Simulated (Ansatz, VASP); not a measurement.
**TlSe2 in VASP and in Ansatz**

```
Tl Se
1.0
     2.02360    1.16833    5.55232
    -2.02360    1.16833    5.55232
     0.00000   -2.33665    5.55232
Tl Se
1 2
Direct
  0.99802 0.99802 0.99802
  0.22741 0.22741 0.22741
  0.44127 0.44127 0.44127
```

Alike in both runs: functional PBE; k mesh 12 × 12 × 12; occupations gaussian, width 0.1 eV; no spin polarisation.

Ansatz relaxed the structure, and its values are those at the end. VASP's run is a single point on that final structure, the one shown.

|  | VASP | Ansatz |
| --- | --- | --- |
| version | VASP 6.6.1 | Ansatz 0.2.0 |
| potentials or method | VASP PAW PBE potentials, release 64 (Tl_d, Se), cutoff 520 eV | scalar-relativistic, plane waves, PAW |
| valence electrons in the cell | 25 | 45 |

|  | VASP | Ansatz | Ansatz less VASP |
| --- | --- | --- | --- |
| gap on the k mesh at the Fermi level (eV) | none | none | - |
| pressure (GPa) | 0.0 | 0.0 | 0.00 |
| rms of the force components (eV/Å) | 0.007 | 0.004 | -0.0035 |

A gap of «none» marks a metal or a gap that the smearing closes. VASP's potentials hold 25 valence electrons a cell and Ansatz's 45, so a difference there can come from the potentials and not from the codes.

Neither program's run includes spin-orbit coupling.
